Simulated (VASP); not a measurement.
The system is BN.

```
CELL_PARAMETERS angstrom
1.26375 2.18887 0.00000
-1.26375 2.18887 0.00000
0.00000 0.00000 6.56552
ATOMIC_POSITIONS crystal
B 0.00000 0.00000 0.50000
B 0.33330 0.33340 0.00000
N 0.00000 0.00000 0.00000
N 0.33330 0.33340 0.50000
```

* Program: VASP 6.6.1
* Task: relaxation of cell and atoms
* Functional: PBE
* Potentials or basis: VASP PAW PBE potentials, release 64 (B, N)
* Cutoff: 600 eV
* k mesh: 12 × 12 × 4
* Occupations: fermi-dirac, width 0.1 eV
* Spin: no spin polarisation

At the start: pressure -3.2 GPa; volume 9.08 Å³/atom.

Problem. How do energy, volume and symmetry change on relaxing?

Solution. Over 9 steps the energy falls by 13.2 meV/atom and the volume is 10.56 Å³/atom (+16.3 %); space group P6_3/mmc (No. 194, to 0.1 Å) before and after.

Step by step:
```csv
step,energy change (eV),largest force (eV/Å),pressure (GPa),volume (Å³)
1,0.0000,0.0056,-3.21,36.32
2,0.0176,0.0182,9.46,35.37
3,-0.0108,0.0025,1.41,35.96
4,-0.0157,0.0052,1.27,36.24
5,-0.0279,0.0284,0.91,37.08
6,-0.0438,0.0747,0.35,38.77
7,-0.0522,0.1669,-0.55,42.16
8,-0.0298,0.8535,1.45,42.66
9,-0.0529,0.0124,-0.29,42.24
```

Final structure:
```
B N
1.0
     1.25677    2.17678    0.00000
    -1.25595    2.17631    0.00000
     0.00000    0.00000    7.72285
B N
2 2
Direct
  0.00000 0.99999 0.50000
  0.33330 0.33340 0.00000
  0.00001 0.99999 0.00000
  0.33329 0.33341 0.50000
```

Caveat: the volume moved by over 15 % at a fixed basis, so the end points are rough.
